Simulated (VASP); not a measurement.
# V (Im-3m) in VASP: a series of runs

The runs below take V through relaxation of cell and atoms, with LDA.

Program: VASP 6.6.1. These are calculated values, not measurements. Logs are shortened: lines on timing, memory, paths and dates and some standing lists are left out, and cuts for length are marked.

## 1. The cell of the first run

It takes space group Im-3m (No. 229, cubic). Conventional cell: a = 2.927 Å, b = 2.927 Å, c = 2.927 Å, α = 90.00°, β = 90.00°, γ = 90.00°. Within 3.3 Å of V (site symmetry m-3m) lie 14 V at 2.53 to 2.93 Å.

## 2. Relaxation of cell and atoms, LDA

INCAR

```
SYSTEM = V
PREC     = Accurate       ! precision mode
ENCUT    = 600            ! plane-wave cutoff, eV
EDIFF    = 1E-6           ! SCF threshold, eV
ISMEAR   = -1             ! smearing method
SIGMA    = 0.15           ! smearing width, eV
LREAL    = .FALSE.        ! projectors in reciprocal space
LASPH    = .TRUE.         ! aspherical terms in the spheres
NELM     = 100            ! most SCF steps
ALGO     = Normal         ! electronic algorithm
ISIF     = 3              ! what is computed and relaxed
LWAVE    = .FALSE.        ! write WAVECAR
LCHARG   = .FALSE.        ! write CHGCAR
GGA      = CA             ! functional
IBRION   = 2              ! ionic algorithm
NSW      = 80             ! ionic steps
EDIFFG   = -0.001         ! ionic threshold
```

KPOINTS

```
regular mesh
0
G
  20 20 20
  0 0 0
```

POSCAR

```
V
1.0
   -1.4633701712      1.4633701712      1.4633701712
    1.4633701712     -1.4633701712      1.4633701712
    1.4633701712      1.4633701712     -1.4633701712
V
1
Direct
    0.0000000000      0.0000000000      0.0000000000
```

Potentials or basis: VASP PAW LDA potentials, release 64 (V_sv).

Run with:

```console
$ cat potpaw_LDA.64/V_sv/POTCAR > POTCAR
$ mpirun -np 1 vasp_std > vasp.out
```

OUTCAR:

```text
SYSTEM = V
   PREC = Accurate
   ENCUT = 600
   EDIFF = 1E-6
   ISMEAR = -1
   LREAL = .FALSE.
   LASPH = .TRUE.
   NELM = 100
   ISIF = 3
   GGA = CA
   IBRION = 2
   NSW = 80
   EDIFFG = -0.001

 ion  position               nearest neighbor table
   1  0.000  0.000  0.000-

  LATTYP: Found a body centered cubic cell.
 ALAT       =     2.9267403424

  Lattice vectors:

 A1 = (  -1.4633701712,   1.4633701712,   1.4633701712)
 A2 = (   1.4633701712,  -1.4633701712,   1.4633701712)
 A3 = (   1.4633701712,   1.4633701712,  -1.4633701712)

Analysis of symmetry for initial positions (statically):
=====================================================================
 Subroutine PRICEL returns:
 Original cell was already a primitive cell.

 Routine SETGRP: Setting up the symmetry group for a
 body centered cubic supercell.

 Subroutine GETGRP returns: Found 48 space group operations
 (whereof 48 operations were pure point group operations)
 out of a pool of 48 trial point group operations.

The static configuration has the point symmetry O_h .

Analysis of symmetry for dynamics (positions and initial velocities):
=====================================================================
 Subroutine PRICEL returns:
 Original cell was already a primitive cell.

 Routine SETGRP: Setting up the symmetry group for a
 body centered cubic supercell.

 Subroutine GETGRP returns: Found 48 space group operations
 (whereof 48 operations were pure point group operations)
 out of a pool of 48 trial point group operations.

The dynamic configuration has the point symmetry O_h .

 Subroutine INISYM returns: Found 48 space group operations
 (whereof 48 operations are pure point group operations),
 and found     1 'primitive' translations

----------------------------------------------------------------------------------------

                                     Primitive cell

  volume of cell :      12.5349

  direct lattice vectors                    reciprocal lattice vectors
    -1.463370171  1.463370171  1.463370171     0.000000000  0.341677048  0.341677048
     1.463370171 -1.463370171  1.463370171     0.341677048  0.000000000  0.341677048
     1.463370171  1.463370171 -1.463370171     0.341677048  0.341677048  0.000000000

  length of vectors
[... 95 lines left out ...]
   ISMEAR =    -1;   SIGMA  =   0.15  broadening in eV -4-tet -1-fermi 0-gaus
   EFERMI_NEDOS =   21; number of points for ismear=-14 and -15
   IALGO  =     38    algorithm
   IMIX   =      4    mixing-type and parameters
     AMIX     =   0.40;   BMIX     =  1.00
     AMIX_MAG =   1.60;   BMIX_MAG =  1.00
  volume/ion in A,a.u.               =      12.53        84.59
  Fermi-wavevector in a.u.,A,eV,Ry     =   1.657099  3.131463 37.361280  2.745977
  Thomas-Fermi vector in A             =   2.744910
   LORBIT       =      0    0 simple, 1 ext, 2 COOP (PROOUT), +10 PAW based schemes
   GGA     = CA    functional components
   LHFCALC =     F    Hartree Fock is set to
   AEXX    =    0.0000 exact exchange contribution
   IVDW    =     0    specifies the selected vdW correction
   LEPSILON=     F    determine dielectric tensor
   LRPA    =     F    only Hartree local field effects (RPA)
 conjugate gradient relaxation of ions
 non-spin polarized calculation
  energy-cutoff  :      600.00
  volume of cell :       12.53
 maximum number of plane-waves:       430
   NGX = 11   NGY = 11   NGZ = 11

--------------------------------------- Ionic step        1  -------------------------------------------

 number of electron      13.0000011 magnetization

 Free energy of the ion-electron system (eV)
  ---------------------------------------------------
  ext. energy  EPLUGINS =         0.00000000
  ---------------------------------------------------
  free energy    TOTEN  =       -10.00825123 eV

  energy without entropy =       -9.89665986  energy(sigma->0) =       -9.95245555

------------------------ aborting loop because EDIFF is reached ----------------------------------------

  FORCE on cell =-STRESS in cart. coord.  units (eV):
  Direction    XX          YY          ZZ          XY          YZ          ZX
  --------------------------------------------------------------------------------------
  -------------------------------------------------------------------------------------
  Total        0.0856768      0.0856768      0.0856768      0.0000000      0.0000000     -0.0000000
  in kB       10.9509315     10.9509315     10.9509315      0.0000000      0.0000000     -0.0000000
  external PRESSURE =      10.9509315 kB  Pullay stress =       0.0000000 kB
[... 232 lines left out ...]
--------------------------------------- Ionic step        8  -------------------------------------------

 number of electron      13.0000010 magnetization

 Free energy of the ion-electron system (eV)
  ---------------------------------------------------
  ext. energy  EPLUGINS =         0.00000000
  ---------------------------------------------------
  free energy    TOTEN  =       -10.00848931 eV

  energy without entropy =       -9.89629173  energy(sigma->0) =       -9.95239052

 E-fermi :  10.3833     XC(G=0): -13.5953

 val. band max:       10.3829150456   @ k =  -0.2000   0.3000   0.1000
 cond. band min:      10.3850170097   @ k =  -0.2000   0.2000   0.1000
 fundamental gap:      0.0021019641
 Fermi energy:        10.3833366195

 k-point     1 :       0.0000    0.0000    0.0000
  band No.  band energies     occupation
      1     -52.5427      2.00000
      2     -26.1219      2.00000
      3     -26.1219      2.00000
      4     -26.1219      2.00000
      5       3.6966      2.00000
      6      10.7446      0.16511
      7      10.7446      0.16511
      8      10.7446      0.16511
      9      12.9139      0.00000
     10      12.9139      0.00000
[... 287 lines left out ...]
 k-point    24 :       0.2500    0.1000    0.0000
  band No.  band energies     occupation
      1     -52.3558      2.00000
      2     -26.8929      2.00000
      3     -26.3671      2.00000
      4     -26.1668      2.00000
      5       6.7681      2.00000
      6       9.5815      1.99050
      7      10.0633      1.78820
      8      12.5135      0.00000
      9      13.2434      0.00000
     10      13.5782      0.00000

 [... further k-points ...]

------------------------ aborting loop because EDIFF is reached ----------------------------------------

  FORCE on cell =-STRESS in cart. coord.  units (eV):
  Direction    XX          YY          ZZ          XY          YZ          ZX
  --------------------------------------------------------------------------------------
  -------------------------------------------------------------------------------------
  Total        0.0000080      0.0000080      0.0000080      0.0000000      0.0000000     -0.0000000
  in kB        0.0010136      0.0010136      0.0010136      0.0000000      0.0000000     -0.0000000
  external PRESSURE =       0.0010136 kB  Pullay stress =       0.0000000 kB
[... 16 lines left out ...]
  FREE ENERGIE OF THE ION-ELECTRON SYSTEM (eV)
  ---------------------------------------------------
  free  energy   TOTEN  =       -10.0084893083 eV

  energy  without entropy=       -9.8962917259  energy(sigma->0) =       -9.95239052

 reached required accuracy - stopping structural energy minimisation
```

Wall time 58 s (1 thread of AMD EPYC 9R45 (Zen 5), shared host); peak memory 0.12 GiB.

What came out:

```
Free energy                           : -10.0085 eV
Relaxed volume                        : 12.60 Å³/atom
Relaxed cell                          : a = 2.539 Å, b = 2.539 Å, c = 2.539 Å, α = 109.47°, β = 109.47°, γ = 109.47°
Space group after relaxing (to 0.1 Å) : Im-3m (No. 229)
Energy gained by relaxing             : 0.2 meV/atom
Ionic steps                           : 8
Pressure after relaxing               : 0.0 GPa
Band gap on the k mesh                : zero (an odd number of electrons rules out a gap without spin polarisation)
```

Step by step:
| step | energy change (eV) | largest force (eV/Å) | pressure (GPa) | volume (Å³) |
| --- | --- | --- | --- | --- |
| 1 | 0.0000 | 0.0000 | 1.10 | 12.53 |
| 2 | 0.0002 | 0.0000 | -1.44 | 12.69 |
| 3 | -0.0002 | 0.0000 | 0.03 | 12.60 |
| 4 | -0.0002 | 0.0000 | -0.05 | 12.61 |
| 5 | -0.0002 | 0.0000 | 0.07 | 12.60 |
| 6 | -0.0002 | 0.0000 | -0.02 | 12.60 |
| 7 | -0.0002 | 0.0000 | 0.02 | 12.60 |
| 8 | -0.0002 | 0.0000 | 0.00 | 12.60 |

Final structure:
```cif
data_structure
_symmetry_space_group_name_H-M 'P 1'
_symmetry_Int_Tables_number 1
_cell_length_a 2.5392
_cell_length_b 2.5392
_cell_length_c 2.5392
_cell_angle_alpha 109.471
_cell_angle_beta 109.471
_cell_angle_gamma 109.471
_cell_volume 12.60
loop_
_atom_site_label
_atom_site_type_symbol
_atom_site_fract_x
_atom_site_fract_y
_atom_site_fract_z
_atom_site_occupancy
V1 V 0.00000 0.00000 0.00000 1
```

## 3. Relaxation of cell and atoms, LDA

This run uses another cell than the first one, of 12.63 Å³/atom.

INCAR

```
PREC = Accurate
ENCUT = 600
EDIFF = 1E-6
ISMEAR = 0
SIGMA = 0.1
LREAL = False
LASPH = True
NELM = 100
ALGO = Normal
ISIF = 3
LWAVE = False
LCHARG = False
IBRION = 2
NSW = 100
EDIFFG = -0.002
```

KPOINTS

```
Automatic mesh
0
Gamma
  20 20 20
```

POSCAR

```
V
1.0
   -1.4672033618      1.4672033618      1.4672033618
    1.4672033618     -1.4672033618      1.4672033618
    1.4672033618      1.4672033618     -1.4672033618
V
1
Direct
    0.0000000000      0.0000000000      0.0000000000
```

Potentials or basis: VASP PAW LDA potentials, release 64 (V_sv).

Run with:

```console
$ cat potpaw_LDA.64/V_sv/POTCAR > POTCAR
$ mpirun -np 1 vasp_std > vasp.out
```

Run time: 44 s. Hardware: 1 thread of AMD EPYC 9R45 (Zen 5), shared host; peak memory 0.12 GiB.

Results (log left out):

| Quantity | Value |
| --- | --- |
| Free energy | -9.9534 eV |
| Relaxed volume | 12.56 Å³/atom |
| Relaxed cell | a = 2.536 Å, b = 2.536 Å, c = 2.536 Å, α = 109.47°, β = 109.47°, γ = 109.47° |
| Space group after relaxing (to 0.1 Å) | Im-3m (No. 229) |
| Energy gained by relaxing | 0.3 meV/atom |
| Ionic steps | 5 |
| Pressure after relaxing | 0.0 GPa |
| Band gap on the k mesh | zero (an odd number of electrons rules out a gap without spin polarisation) |

The path:
```csv
step,energy change (eV),largest force (eV/Å),pressure (GPa),volume (Å³)
1,0.0000,0.0000,-1.23,12.63
2,0.0003,0.0000,1.78,12.46
3,-0.0003,0.0000,-0.06,12.56
4,-0.0003,0.0000,0.06,12.56
5,-0.0003,0.0000,0.02,12.56
```

Final structure:
```
CELL_PARAMETERS angstrom
-1.46431 1.46431 1.46431
1.46431 -1.46431 1.46431
1.46431 1.46431 -1.46431
ATOMIC_POSITIONS crystal
V 0.00000 0.00000 0.00000
```

Levels at points of the mesh, in eV from the Fermi level:
| k point | band 2 | band 3 | band 4 | band 5 | band 6 | band 7 | band 8 | band 9 | band 10 |
| --- | --- | --- | --- | --- | --- | --- | --- | --- | --- |
| (0.00, 0.00, 0.00) | -36.46 | -36.46 | -36.46 | -6.65 | 0.40 | 0.40 | 0.40 | 2.58 | 2.58 |
| (0.50, 0.00, 0.00) | -37.62 | -36.82 | -36.47 | -3.42 | -1.30 | 2.02 | 2.60 | 2.98 | 4.52 |
| (0.50, 0.50, 0.50) | -37.24 | -37.24 | -37.24 | -3.35 | -3.35 | 4.08 | 4.08 | 4.08 | 10.90 |

LDA usually gives volumes a few per cent too small. Zero-point motion and thermal expansion aren't in these numbers.
